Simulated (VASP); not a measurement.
# ScSi2 (P6/mmm) in VASP: further runs

ScSi2 is run at these levels: r2SCAN, PBE; tasks: relaxation of cell and atoms, relaxation of the atoms.

Program: VASP 6.6.1. These are calculated values, not measurements. Logs are shortened: lines on timing, memory, paths and dates and some standing lists are left out, and cuts for length are marked.

## 1. The cell of the first run

It takes space group P6/mmm (No. 191, hexagonal). Conventional cell: a = 3.660 Å, b = 3.660 Å, c = 3.870 Å, α = 90.00°, β = 90.00°, γ = 120.00°. Within 3.8 Å of Sc (site symmetry 6/mmm) lie 12 Si at 2.87 Å and 6 Sc at 3.66 Å. Si (site symmetry -6m2) has 3 Si at 2.11 Å within 2.8 Å.

## 2. Relaxation of cell and atoms, r2SCAN, target pressure 30 GPa, at which the enthalpy is minimised

Input file POSCAR:

```
ScSi2
1.0
    3.6600000000      0.0000000000      0.0000000000
   -1.8300000000      3.1696529779      0.0000000000
    0.0000000000      0.0000000000      3.8700000000
Sc Si
1 2
Direct
    0.0000000000      0.0000000000      0.0000000000
    0.6666666667      0.3333333333      0.5000000000
    0.3333333333      0.6666666667      0.5000000000
```

Input file INCAR.step1:

```
SYSTEM = ScSi2
PREC = Accurate
ENCUT = 600
ISMEAR = -1
SIGMA = 0.05
LREAL = .False.
LASPH = .True.
NELM = 80
GGA = PE
ALGO = Normal
EDIFF = 1E-4
LWAVE = .True.
LCHARG = .False.
```

Input file INCAR.step2:

```
SYSTEM = ScSi2
PREC = Accurate
ENCUT = 600
EDIFF = 1E-7
ISMEAR = -1
SIGMA = 0.05
LREAL = .False.
LASPH = .True.
NELM = 80
ALGO = Normal
ISIF = 3
LWAVE = .False.
LCHARG = .False.
METAGGA = R2SCAN
LMIXTAU = .True.
IBRION = 2
NSW = 60
EDIFFG = -0.01
PSTRESS = 300.0
ISTART = 1
```

Input file KPOINTS:

```
Automatic mesh
0
Gamma
  8 8 7
  0 0 0
```

Potentials or basis: VASP PAW PBE potentials, release 64 (Sc_sv, Si).

Started as:

```
$ cat potpaw_PBE.64/Sc_sv/POTCAR potpaw_PBE.64/Si/POTCAR > POTCAR
$ cp INCAR.step1 INCAR
$ mpirun -np 1 vasp_std > vasp.out
$ cp INCAR.step2 INCAR
$ mpirun -np 1 vasp_std > vasp.out
```

OUTCAR:

```text
SYSTEM = ScSi2
   PREC = Accurate
   ENCUT = 600
   EDIFF = 1E-7
   ISMEAR = -1
   LREAL = .False.
   LASPH = .True.
   NELM = 80
   ISIF = 3
   METAGGA = R2SCAN
   IBRION = 2
   NSW = 60
   EDIFFG = -0.01
   PSTRESS = 300.0
   ISTART = 1

 ion  position               nearest neighbor table
   1  0.000  0.000  0.000-   2 2.87   3 2.87   2 2.87   3 2.87   2 2.87   2 2.87   3 2.87   3 2.87
                             2 2.87   2 2.87   3 2.87   3 2.87
   2  0.667  0.333  0.500-   3 2.11   3 2.11   3 2.11   1 2.87   1 2.87   1 2.87   1 2.87   1 2.87
                             1 2.87
   3  0.333  0.667  0.500-   2 2.11   2 2.11   2 2.11   1 2.87   1 2.87   1 2.87   1 2.87   1 2.87
                             1 2.87

  LATTYP: Found a hexagonal cell.
 ALAT       =     3.6600000000
 C/A-ratio  =     1.0573770492

  Lattice vectors:

 A1 = (   3.6600000000,   0.0000000000,   0.0000000000)
 A2 = (  -1.8300000000,   3.1696529779,   0.0000000000)
 A3 = (   0.0000000000,   0.0000000000,   3.8700000000)

Analysis of symmetry for initial positions (statically):
=====================================================================
 Subroutine PRICEL returns:
 Original cell was already a primitive cell.

 Routine SETGRP: Setting up the symmetry group for a
 hexagonal supercell.

 Subroutine GETGRP returns: Found 24 space group operations
 (whereof 24 operations were pure point group operations)
 out of a pool of 24 trial point group operations.

The static configuration has the point symmetry D_6h.

Analysis of symmetry for dynamics (positions and initial velocities):
=====================================================================
 Subroutine PRICEL returns:
 Original cell was already a primitive cell.

 Routine SETGRP: Setting up the symmetry group for a
 hexagonal supercell.

 Subroutine GETGRP returns: Found 24 space group operations
 (whereof 24 operations were pure point group operations)
 out of a pool of 24 trial point group operations.

The dynamic configuration has the point symmetry D_6h.

 Subroutine INISYM returns: Found 24 space group operations
 (whereof 24 operations are pure point group operations),
 and found     1 'primitive' translations

----------------------------------------------------------------------------------------

                                     Primitive cell

  volume of cell :      44.8956

  direct lattice vectors                    reciprocal lattice vectors
     3.660000000  0.000000000  0.000000000     0.273224044  0.157745975  0.000000000
    -1.830000000  3.169652978  0.000000000     0.000000000  0.315491950  0.000000000
     0.000000000  0.000000000  3.870000000     0.000000000  0.000000000  0.258397933

  length of vectors
     3.660000000  3.660000000  3.870000000     0.315491950  0.315491950  0.258397933

  position of ions in fractional coordinates (direct lattice)
     0.000000000  0.000000000  0.000000000
     0.666666667  0.333333333  0.500000000
     0.333333333  0.666666667  0.500000000

  ion indices of the primitive-cell ions
   primitive index   ion index
                 1           1
                 2           2
                 3           3

----------------------------------------------------------------------------------------

 KPOINTS: Automatic mesh

Automatic generation of k-mesh.
 Grid dimensions read from file:
 generate k-points for:    8    8    7

 Generating k-lattice:

  Cartesian coordinates                     Fractional coordinates (reciprocal lattice)
     0.034153005  0.019718247  0.000000000     0.125000000 -0.000000000  0.000000000
     0.000000000  0.039436494  0.000000000     0.000000000  0.125000000  0.000000000
     0.000000000  0.000000000  0.036913990     0.000000000  0.000000000  0.142857143

  Length of vectors
     0.039436494  0.039436494  0.036913990

  Shift w.r.t. Gamma in fractional coordinates (k-lattice)
     0.000000000  0.000000000  0.000000000

 Subroutine IBZKPT returns following result:
 ===========================================

 Found     40 irreducible k-points:

 Following reciprocal coordinates:
            Coordinates               Weight
  0.000000  0.000000  0.000000      1.000000
  0.125000 -0.000000  0.000000      6.000000
  0.250000 -0.000000  0.000000      6.000000
  0.375000  0.000000  0.000000      6.000000
  0.500000 -0.000000  0.000000      3.000000
  0.125000  0.125000  0.000000      6.000000
[... 16 lines left out ...]
  0.250000 -0.000000  0.285714     12.000000
  0.375000  0.000000  0.285714     12.000000
 [... further k-points ...]
   k-points           NKPTS =     40   k-points in BZ     NKDIM =     40   number of bands    NBANDS=     13
   number of dos      NEDOS =    301   number of ions     NIONS =      3
   total plane-waves  NPLWV =  28800
   dimension x,y,z NGX =    30 NGY =   30 NGZ =   32
   dimension x,y,z NGXF=    60 NGYF=   60 NGZF=   64
   ions per type =               1   2
   NGX,Y,Z   is equivalent  to a cutoff of  13.63, 13.63, 13.75 a.u.
   NGXF,Y,Z  is equivalent  to a cutoff of  27.25, 27.25, 27.49 a.u.
 SYSTEM =  ScSi2
   PREC   = accura    normal or accurate (medium, high low for compatibility)
   ISTART =      1    job   : 0-new  1-cont  2-samecut
   ICHARG =      0    charge: 1-file 2-atom 10-const
   ISPIN  =      1    spin polarized calculation?
   LNONCOLLINEAR =      F non collinear calculations
   LSORBIT =      F    spin-orbit coupling
   LASPH  =      T    aspherical Exc in radial PAW
   ENCUT  =  600.0 eV  44.10 Ry    6.64 a.u.   7.31  7.31  7.73*2*pi/ulx,y,z
   NELM   =     80;   NELMIN=  2; NELMDL=  0     # of ELM steps
   EDIFF  = 0.1E-06   stopping-criterion for ELM
   LREAL  =      F    real-space projection
   EDIFFG = -.1E-01   stopping-criterion for IOM
   NSW    =     60    number of steps for IOM
   IBRION =      2    ionic relax: 0-MD 1-quasi-New 2-CG
   NFREE  =      1    steps in history (QN), initial steepest desc. (CG)
   ISIF   =      3    stress and relaxation
   ISYM   =      2    0-nonsym 1-usesym 2-fastsym
   POTIM  = 0.5000    time-step for ionic-motion
   TEBEG  =    0.0;   TEEND  =   0.0 temperature during run
   PSTRESS=  300.0 pullay stress
   NELECT =      19.0000    total number of electrons
   NUPDOWN=      -1.0000    fix difference up-down
   EMIN   =  10.00;   EMAX   =-10.00  energy-range for DOS
   EFERMI =   0.00;   METHOD = LEGACY
   ISMEAR =    -1;   SIGMA  =   0.05  broadening in eV -4-tet -1-fermi 0-gaus
   EFERMI_NEDOS =   21; number of points for ismear=-14 and -15
   IALGO  =     38    algorithm
   IMIX   =      4    mixing-type and parameters
     AMIX     =   0.40;   BMIX     =  1.00
     AMIX_MAG =   1.60;   BMIX_MAG =  1.00
  volume/ion in A,a.u.               =      14.97       100.99
  Fermi-wavevector in a.u.,A,eV,Ry     =   1.229112  2.322685 20.554542  1.510716
  Thomas-Fermi vector in A             =   2.364012
   LORBIT       =      0    0 simple, 1 ext, 2 COOP (PROOUT), +10 PAW based schemes
   METAGGA = R2SCAN    functional components
   LHFCALC =     F    Hartree Fock is set to
   AEXX    =    0.0000 exact exchange contribution
   IVDW    =     0    specifies the selected vdW correction
   LEPSILON=     F    determine dielectric tensor
   LRPA    =     F    only Hartree local field effects (RPA)
 conjugate gradient relaxation of ions
 non-spin polarized calculation
  energy-cutoff  :      600.00
  volume of cell :       44.90
 maximum number of plane-waves:      1533
 NGX is ok and might be reduce to    30
   NGX = 15   NGY = 15   NGZ = 15

--------------------------------------- Ionic step        1  -------------------------------------------

 number of electron      19.0000000 magnetization

 Free energy of the ion-electron system (eV)
  ---------------------------------------------------
  ext. energy  EPLUGINS =         0.00000000
  ---------------------------------------------------
  free energy    TOTEN  =       -29.24565123 eV

  energy without entropy =      -29.23260919  energy(sigma->0) =      -29.23913021

 E-fermi :   9.3819     XC(G=0): -11.9057

 val. band max:        9.3814731310   @ k =   0.3750   0.2500   0.0000
 cond. band min:       9.4218168839   @ k =   0.2500  -0.0000   0.2857
 fundamental gap:      0.0403437529
 Fermi energy:         9.3818787821

 k-point     1 :       0.0000    0.0000    0.0000
  band No.  band energies     occupation
      1     -42.4399      2.00000
      2     -20.1894      2.00000
      3     -20.1032      2.00000
      4     -20.1032      2.00000
      5      -5.3309      2.00000
      6       5.4238      2.00000
      7       5.6340      2.00000
      8       5.6340      2.00000
      9       7.2311      2.00000
     10      10.3925      0.00000
     11      10.3925      0.00000
     12      10.7068      0.00000
     13      11.1381      0.00000
[... 353 lines left out ...]
 k-point    24 :       0.3750    0.0000    0.2857
  band No.  band energies     occupation
      1     -42.4287      2.00000
      2     -20.2111      2.00000
      3     -20.2059      2.00000
      4     -20.1245      2.00000
      5      -3.0103      2.00000
      6       0.6539      2.00000
      7       4.3648      2.00000
      8       4.3839      2.00000
      9       6.7752      2.00000
     10       8.6294      2.00000
     11      10.8115      0.00000
     12      12.1342      0.00000
     13      12.2894      0.00000

 [... further k-points ...]

------------------------ aborting loop because EDIFF is reached ----------------------------------------

  FORCE on cell =-STRESS in cart. coord.  units (eV):
  Direction    XX          YY          ZZ          XY          YZ          ZX
  --------------------------------------------------------------------------------------
  -------------------------------------------------------------------------------------
  Total       10.2343112     10.2343112      0.3233932      0.0000000      0.0000000     -0.0000000
  in kB      365.2291518    365.2291518     11.5408464      0.0000000      0.0000000     -0.0000000
  external PRESSURE =     -52.6669500 kB  Pullay stress =     300.0000000 kB
[... 258 lines left out ...]
  enthalpy is  TOTEN    =       -21.5903825218 eV   P V=        7.6752122721

--------------------------------------- Ionic step        8  -------------------------------------------

 number of electron      18.9999999 magnetization

 Free energy of the ion-electron system (eV)
  ---------------------------------------------------
  ext. energy  EPLUGINS =         0.00000000
  ---------------------------------------------------
  free energy    TOTEN  =       -29.25948782 eV

  energy without entropy =      -29.24863509  energy(sigma->0) =      -29.25406146

 E-fermi :  10.3607     XC(G=0): -12.4637

 val. band max:       10.3483505836   @ k =   0.2500   0.1250   0.2857
 cond. band min:      10.4199039136   @ k =   0.1250   0.1250   0.0000
 fundamental gap:      0.0715533300
 Fermi energy:        10.3607258929

 k-point     1 :       0.0000    0.0000    0.0000
  band No.  band energies     occupation
      1     -40.8283      2.00000
      2     -18.6140      2.00000
      3     -18.6139      2.00000
      4     -18.4812      2.00000
      5      -4.3720      2.00000
      6       5.5399      2.00000
      7       5.5399      2.00000
      8       8.5815      2.00000
      9       9.2542      2.00000
     10       9.4748      2.00000
     11      10.8122      0.00024
     12      10.8122      0.00024
     13      12.7278      0.00000
[... 353 lines left out ...]
 k-point    24 :       0.3750    0.0000    0.2857
  band No.  band energies     occupation
      1     -40.8049      2.00000
      2     -18.6892      2.00000
      3     -18.6581      2.00000
      4     -18.6122      2.00000
      5      -1.7419      2.00000
      6       1.5828      2.00000
      7       5.0219      2.00000
      8       5.6918      2.00000
      9       7.4154      2.00000
     10      10.0944      1.99032
     11      11.3943      0.00000
     12      13.4058      0.00000
     13      13.5708      0.00000

 [... further k-points ...]

------------------------ aborting loop because EDIFF is reached ----------------------------------------

  FORCE on cell =-STRESS in cart. coord.  units (eV):
  Direction    XX          YY          ZZ          XY          YZ          ZX
  --------------------------------------------------------------------------------------
  -------------------------------------------------------------------------------------
  Total        7.6554132      7.6554132      7.6449429      0.0000000      0.0000000      0.0000000
  in kB      299.4683543    299.4683544    299.0587721      0.0000000      0.0000000      0.0000000
  external PRESSURE =      -0.6681731 kB  Pullay stress =     300.0000000 kB
[... 18 lines left out ...]
  FREE ENERGIE OF THE ION-ELECTRON SYSTEM (eV)
  ---------------------------------------------------
  free  energy   TOTEN  =       -29.2594878248 eV

  energy  without entropy=      -29.2486350885  energy(sigma->0) =      -29.25406146

  enthalpy is  TOTEN    =       -21.5904839664 eV   P V=        7.6690038584

 reached required accuracy - stopping structural energy minimisation
```

It took 5.9 min on 1 thread of Intel Xeon 6975P-C (Granite Rapids), shared host; peak memory 0.21 GiB.

What came out:

| Quantity | Value |
| --- | --- |
| Free energy | -29.2595 eV |
| Relaxed volume | 13.65 Å³/atom |
| Relaxed cell | a = 3.814 Å, b = 3.814 Å, c = 3.252 Å, α = 90.00°, β = 90.00°, γ = 120.00° |
| Space group after relaxing (to 0.05 Å) | P6/mmm (No. 191) |
| Energy change on relaxing (the enthalpy is what falls) | -4.6 meV/atom |
| Ionic steps | 8 |
| Pressure after relaxing | 29.9 GPa |

The path:
```tsv
step	energy change (eV)	largest force (eV/Å)	pressure (GPa)	volume (Å³)
1	0.0000	0.0000	24.73	44.90
2	-0.0561	0.0000	30.14	41.39
3	0.0941	0.0000	33.05	40.41
4	0.0751	0.0000	32.70	40.51
5	-0.1704	0.0000	25.03	41.88
6	-0.0182	0.0000	29.90	40.98
7	-0.0199	0.0000	29.84	40.99
8	-0.0138	0.0000	29.93	40.96
```

Final structure:
```yaml
crystal:
  lattice:
    - [3.81365, 0.00000, 0.00000]
    - [-1.90682, 3.30272, 0.00000]
    - [0.00000, 0.00000, 3.25175]
  atoms:
    - { symbol: Sc, position: [0.00000, 0.00000, 0.00000] }
    - { symbol: Si, position: [0.66667, 0.33333, 0.50000] }
    - { symbol: Si, position: [0.33333, 0.66667, 0.50000] }
```

Caveat: the cell is relaxed towards a set pressure, so the enthalpy falls and the energy may rise; the PAW data sets were made with another functional, which shifts forces and pressure a little.

## 3. Relaxation of the atoms, PBE

This run uses another cell than the first one, of 15.27 Å³/atom, 1.020 times its volume.

Input file INCAR:

```
ALGO = Normal ; EDIFF = 1E-6
EDIFFG = -0.01 ; ENCUT = 520
GGA = PE ; IBRION = 2
ISIF = 2 ; ISMEAR = -1
LASPH = True ; LCHARG = False
LREAL = False ; LWAVE = False
NELM = 100 ; NSW = 60
PREC = Accurate ; SIGMA = 0.05
```

Input file KPOINTS:

```
k-points
0
Gamma
  7 7 6
```

Input file POSCAR:

```
ScSi2
1.0
    3.6966000000      0.0000000000      0.0000000000
   -1.8483000000      3.2013495077      0.0000000000
    0.0000000000      0.0000000000      3.8700000000
Sc Si
1 2
Direct
    0.0000000000      0.0000000000      0.0000000000
    0.6666666667      0.3333333333      0.5000000000
    0.3333333333      0.6666666667      0.5000000000
```

Potentials or basis: VASP PAW PBE potentials, release 64 (Sc_sv, Si).

Started as:

```
$ cat potpaw_PBE.64/Sc_sv/POTCAR potpaw_PBE.64/Si/POTCAR > POTCAR
$ mpirun -np 1 vasp_std > vasp.out
```

Run time: 31 s. Hardware: 1 thread of Oxide Virtual Turin-like, shared host; peak memory 0.13 GiB.

It converged, with:

```yaml
Free_energy: -17.5619 eV
Pressure_after_relaxing: 20.4 GPa
```

Stress tensor (GPa, compression positive):
```
30.49  0.00  0.00
 0.00 30.49  0.00
 0.00  0.00  0.21
```

Final structure:
```cif
data_structure
_symmetry_space_group_name_H-M 'P 1'
_symmetry_Int_Tables_number 1
_cell_length_a 3.6966
_cell_length_b 3.6966
_cell_length_c 3.8700
_cell_angle_alpha 90.000
_cell_angle_beta 90.000
_cell_angle_gamma 120.000
_cell_volume 45.80
loop_
_atom_site_label
_atom_site_type_symbol
_atom_site_fract_x
_atom_site_fract_y
_atom_site_fract_z
_atom_site_occupancy
Sc1 Sc 0.00000 0.00000 0.00000 1
Si1 Si 0.66667 0.33333 0.50000 1
Si2 Si 0.33333 0.66667 0.50000 1
```

Levels at points of the mesh, in eV from the Fermi level:
```csv
k point,band 5,band 6,band 7,band 8,band 9,band 10,band 11,band 12,band 13
"(0.00, 0.00, 0.00)",-13.77,-3.52,-3.52,-3.49,-2.03,0.89,0.99,0.99,1.58
"(0.00, 0.00, 0.50)",-12.88,-7.28,-2.65,-2.65,-1.17,-1.17,0.27,0.27,1.73
```

Caveat: the relaxation stopped at its first step, so nothing moved.
